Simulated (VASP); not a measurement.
# Ti4W (Pm-3m) in VASP: single point with PBE

Aim: the single point of Ti4W with PBE.

Everything below comes from runs of VASP 6.6.1. Logs are shortened: lines on timing, memory, paths and dates and some standing lists are left out, and cuts for length are marked.

### Step 1. The cell of the first run

Symmetry: Pm-3m, No. 221, cubic system. Conventional cell: a = 4.486 Å, b = 4.486 Å, c = 4.486 Å, α = 90.00°, β = 90.00°, γ = 90.00°. Within 3.0 Å of Ti (site symmetry m-3m) lie 6 Ti at 2.24 Å. Within 3.0 Å of Ti (site symmetry 4/mmm) lie 2 Ti at 2.24 Å. W (site symmetry m-3m) has 20 Ti at 3.17 to 3.89 Å within 4.2 Å.

The cell was generated, and may not be a known phase.

### Step 2. Single point, PBE

Input file INCAR:

```
PREC = Accurate
ENCUT = 550
EDIFF = 1E-6
ISMEAR = 0
SIGMA = 0.1
LREAL = F
LASPH = T
NELM = 300
ALGO = All
ISIF = 2
LWAVE = F
LCHARG = F
GGA = PE
NBANDS = 39
GGA_COMPAT = F
ISEARCH = 1
KPAR = 4
```

Input file KPOINTS:

```
Automatic mesh
0
Gamma
  4 4 4
```

Input file POSCAR:

```
Ti4W
1.0
    4.4863623302      0.0000000000      0.0000000000
    0.0000000000      4.4863623302      0.0000000000
    0.0000000000      0.0000000000      4.4863623302
Ti W
4 1
Direct
    0.5000000000      0.5000000000      0.5000000000
    0.0000000000      0.5000000000      0.5000000000
    0.5000000000      0.0000000000      0.5000000000
    0.5000000000      0.5000000000      0.0000000000
    0.0000000000      0.0000000000      0.0000000000
```

Potentials or basis: VASP PAW PBE potentials, release 64 (Ti_sv, W_sv).

Started as:

```sh
cat potpaw_PBE.64/Ti_sv/POTCAR potpaw_PBE.64/W_sv/POTCAR > POTCAR
mpirun -np 4 vasp_std > vasp.out
```

OUTCAR:

```text
PREC = Accurate
   ENCUT = 550
   EDIFF = 1E-6
   ISMEAR = 0
   LREAL = F
   LASPH = T
   NELM = 300
   ISIF = 2
   GGA = PE

 ion  position               nearest neighbor table
   1  0.500  0.500  0.500-   2 2.24   3 2.24   4 2.24   4 2.24   3 2.24   2 2.24
   2  0.000  0.500  0.500-   1 2.24   1 2.24   5 3.17   5 3.17   5 3.17   5 3.17
   3  0.500  0.000  0.500-   1 2.24   1 2.24   5 3.17   5 3.17   5 3.17   5 3.17
   4  0.500  0.500  0.000-   1 2.24   1 2.24   5 3.17   5 3.17   5 3.17   5 3.17
   5  0.000  0.000  0.000-   2 3.17   3 3.17   4 3.17   2 3.17   3 3.17   2 3.17   4 3.17   2 3.17
                             3 3.17   4 3.17   3 3.17   4 3.17

  LATTYP: Found a simple cubic cell.
 ALAT       =     4.4863623302

  Lattice vectors:

 A1 = (   4.4863623302,   0.0000000000,   0.0000000000)
 A2 = (   0.0000000000,   4.4863623302,   0.0000000000)
 A3 = (   0.0000000000,   0.0000000000,   4.4863623302)

Analysis of symmetry for initial positions (statically):
=====================================================================
 Subroutine PRICEL returns:
 Original cell was already a primitive cell.

 Routine SETGRP: Setting up the symmetry group for a
 simple cubic supercell.

 Subroutine GETGRP returns: Found 48 space group operations
 (whereof 48 operations were pure point group operations)
 out of a pool of 48 trial point group operations.

The static configuration has the point symmetry O_h .

Analysis of symmetry for dynamics (positions and initial velocities):
=====================================================================
 Subroutine PRICEL returns:
 Original cell was already a primitive cell.

 Routine SETGRP: Setting up the symmetry group for a
 simple cubic supercell.

 Subroutine GETGRP returns: Found 48 space group operations
 (whereof 48 operations were pure point group operations)
 out of a pool of 48 trial point group operations.

The dynamic configuration has the point symmetry O_h .

 Subroutine INISYM returns: Found 48 space group operations
 (whereof 48 operations are pure point group operations),
 and found     1 'primitive' translations

[... 79 lines left out ...]
   ISPIN  =      1    spin polarized calculation?
   LNONCOLLINEAR =      F non collinear calculations
   LSORBIT =      F    spin-orbit coupling
   LASPH  =      T    aspherical Exc in radial PAW
   ENCUT  =  550.0 eV  40.42 Ry    6.36 a.u.   8.58  8.58  8.58*2*pi/ulx,y,z
   NELM   =    300;   NELMIN=  2; NELMDL= -5     # of ELM steps
   EDIFF  = 0.1E-05   stopping-criterion for ELM
   LREAL  =      F    real-space projection
   EDIFFG = 0.1E-04   stopping-criterion for IOM
   NSW    =      0    number of steps for IOM
   IBRION =     -1    ionic relax: 0-MD 1-quasi-New 2-CG
   NFREE  =      0    steps in history (QN), initial steepest desc. (CG)
   ISIF   =      2    stress and relaxation
   ISYM   =      2    0-nonsym 1-usesym 2-fastsym
   POTIM  = 0.5000    time-step for ionic-motion
   TEBEG  =    0.0;   TEEND  =   0.0 temperature during run
   PSTRESS=    0.0 pullay stress
   NELECT =      62.0000    total number of electrons
   NUPDOWN=      -1.0000    fix difference up-down
   EMIN   =  10.00;   EMAX   =-10.00  energy-range for DOS
   EFERMI =   0.00;   METHOD = LEGACY
   ISMEAR =     0;   SIGMA  =   0.10  broadening in eV -4-tet -1-fermi 0-gaus
   EFERMI_NEDOS =   21; number of points for ismear=-14 and -15
   IALGO  =     58    algorithm
   IMIX   =      4    mixing-type and parameters
     AMIX     =   0.40;   BMIX     =  1.00
     AMIX_MAG =   1.60;   BMIX_MAG =  1.00
  volume/ion in A,a.u.               =      18.06       121.87
  Fermi-wavevector in a.u.,A,eV,Ry     =   1.444257  2.729249 28.380084  2.085877
  Thomas-Fermi vector in A             =   2.562572
   LORBIT       =      0    0 simple, 1 ext, 2 COOP (PROOUT), +10 PAW based schemes
   GGA     = PE    functional components
   LHFCALC =     F    Hartree Fock is set to
   AEXX    =    0.0000 exact exchange contribution
   IVDW    =     0    specifies the selected vdW correction
   LEPSILON=     F    determine dielectric tensor
   LRPA    =     F    only Hartree local field effects (RPA)
 non-spin polarized calculation
 Gauss-broadening in eV      SIGMA  =   0.10
  energy-cutoff  :      550.00
  volume of cell :       90.30
 maximum number of plane-waves:      2680
 NGX is ok and might be reduce to    36
   NGX = 17   NGY = 17   NGZ = 17

 number of electron      61.9999967 magnetization

 Free energy of the ion-electron system (eV)
  ---------------------------------------------------
  ext. energy  EPLUGINS =         0.00000000
  ---------------------------------------------------
  free energy    TOTEN  =       -38.52305795 eV

  energy without entropy =      -38.49062263  energy(sigma->0) =      -38.50684029

 E-fermi :   7.9207     XC(G=0): -11.4949

 val. band max:        7.9166322313   @ k =   0.5000   0.5000   0.5000
 cond. band min:       7.9730480520   @ k =   0.2500   0.2500   0.0000
 fundamental gap:      0.0564158208
 Fermi energy:         7.9207033547

 k-point     1 :       0.0000    0.0000    0.0000
  band No.  band energies     occupation
      1     -66.2678      2.00000
      2     -48.9050      2.00000
      3     -48.7070      2.00000
      4     -48.7070      2.00000
      5     -47.1394      2.00000
      6     -30.3643      2.00000
[... 409 lines left out ...]
     38      10.2471      0.00000
     39      11.1656      0.00000

------------------------ aborting loop because EDIFF is reached ----------------------------------------

  FORCE on cell =-STRESS in cart. coord.  units (eV):
  Direction    XX          YY          ZZ          XY          YZ          ZX
  --------------------------------------------------------------------------------------
  -------------------------------------------------------------------------------------
  Total        0.1575980      0.1575980      0.1575980      0.0000000      0.0000000      0.0000000
  in kB        2.7962647      2.7962647      2.7962647      0.0000000      0.0000000      0.0000000
  external PRESSURE =       2.7962647 kB  Pullay stress =       0.0000000 kB

 VOLUME and BASIS-vectors are now :
 -----------------------------------------------------------------------------
  energy-cutoff  :      550.00
  volume of cell :       90.30
      direct lattice vectors                 reciprocal lattice vectors
     4.486362330  0.000000000  0.000000000     0.222897735  0.000000000  0.000000000
     0.000000000  4.486362330  0.000000000     0.000000000  0.222897735  0.000000000
     0.000000000  0.000000000  4.486362330     0.000000000  0.000000000  0.222897735

 POSITION                                       TOTAL-FORCE (eV/Angst)
 -----------------------------------------------------------------------------------
      2.24318      2.24318      2.24318         0.000000      0.000000      0.000000
      0.00000      2.24318      2.24318         0.000000      0.000000      0.000000
      2.24318      0.00000      2.24318         0.000000      0.000000      0.000000
      2.24318      2.24318      0.00000         0.000000      0.000000      0.000000
      0.00000      0.00000      0.00000         0.000000      0.000000      0.000000
 -----------------------------------------------------------------------------------
    total drift:                                0.000000      0.000000      0.000000

  FREE ENERGIE OF THE ION-ELECTRON SYSTEM (eV)
  ---------------------------------------------------
  free  energy   TOTEN  =       -38.5230579502 eV

  energy  without entropy=      -38.4906216770  energy(sigma->0) =      -38.50683981
```

OSZICAR:

```text
N       E                     dE             d eps       ncg     rms           ort
DAV:   1     0.835634089381E+03    0.83563E+03   -0.33900E+04   390   0.211E+03
DAV:   2     0.508213264996E+02   -0.78481E+03   -0.76627E+03   390   0.607E+02
DAV:   3    -0.318884630499E+02   -0.82710E+02   -0.79654E+02   390   0.175E+02
DAV:   4    -0.441544998045E+02   -0.12266E+02   -0.11830E+02   390   0.527E+01
DAV:   5    -0.448879309235E+02   -0.73343E+00   -0.72756E+00   390   0.111E+01
SDA:   6    -0.474755951141E+01    0.40140E+02   -0.72756E+00   390   0.438E+03   0.000E+00
CGA:   7    -0.343732820645E+02   -0.29626E+02   -0.37730E+02   390   0.178E+02   0.124E+02
CGA:   8    -0.371594280513E+02   -0.27861E+01   -0.27768E+01   390   0.464E+01  -0.116E+00
CGA:   9    -0.378742028117E+02   -0.71477E+00   -0.70652E+00   390   0.219E+01  -0.734E-01
CGA:  10    -0.382113502444E+02   -0.33715E+00   -0.33747E+00   390   0.640E+00   0.491E-02
CGA:  11    -0.383578188409E+02   -0.14647E+00   -0.14613E+00   390   0.351E+00   0.464E-02
CGA:  12    -0.384321399190E+02   -0.74321E-01   -0.74264E-01   390   0.215E+00   0.102E-02
[... 32 lines left out ...]
CGA:  45    -0.385230569659E+02   -0.10588E-05   -0.10828E-05   390   0.482E-05   0.312E-06
CGA:  46    -0.385230579502E+02   -0.98434E-06   -0.10091E-05   390   0.270E-05   0.236E-06
   1 F= -.38523058E+02 E0= -.38506840E+02  d E =-.324363E-01
```

stdout:

```text
POSCAR found type information on POSCAR TiW
 POSCAR found :  2 types and       5 ions
 scaLAPACK will be used
 LDA part: xc-table for (Slater+PW92), standard interpolation
 POSCAR, INCAR and KPOINTS ok, starting setup
[... 80 lines left out ...]
 gam= 0.790 trial= 0.613  step=  0.6561 mean=  0.6134
 gam= 0.735 g(H,U,f)=  0.425E-05 0.433E-06 0.553E-07 ort(H,U,f) =-0.803E-07-0.569E-07 0.692E-08
 gam= 0.735 trial= 0.618  step=  0.4662 mean=  0.6177
 gam= 1.018 g(H,U,f)=  0.346E-05 0.106E-05 0.300E-06 ort(H,U,f) = 0.931E-06-0.537E-06-0.819E-07
 gam= 1.018 trial= 0.603  step=  0.3924 mean=  0.6025
 gam= 0.561 g(H,U,f)=  0.238E-05 0.285E-06 0.404E-07 ort(H,U,f) = 0.406E-06-0.120E-06-0.503E-07
 gam= 0.561 trial= 0.582  step=  0.4957 mean=  0.5815
 final diagonalization occupied
```

It took 40 s on 4 MPI ranks of AMD EPYC 9R45 (Zen 5), shared host; peak memory 0.21 GiB.

What came out:

```
Free energy            : -38.5231 eV
Pressure               : 0.3 GPa
Band gap on the k mesh : zero (bands 31 and 32 overlap by 1.03 eV)
```

Caveat: spin-orbit coupling is left out, which moves the levels of the heavy elements.

The gap in the log of VASP goes by the Fermi energy; the results here count the filled bands.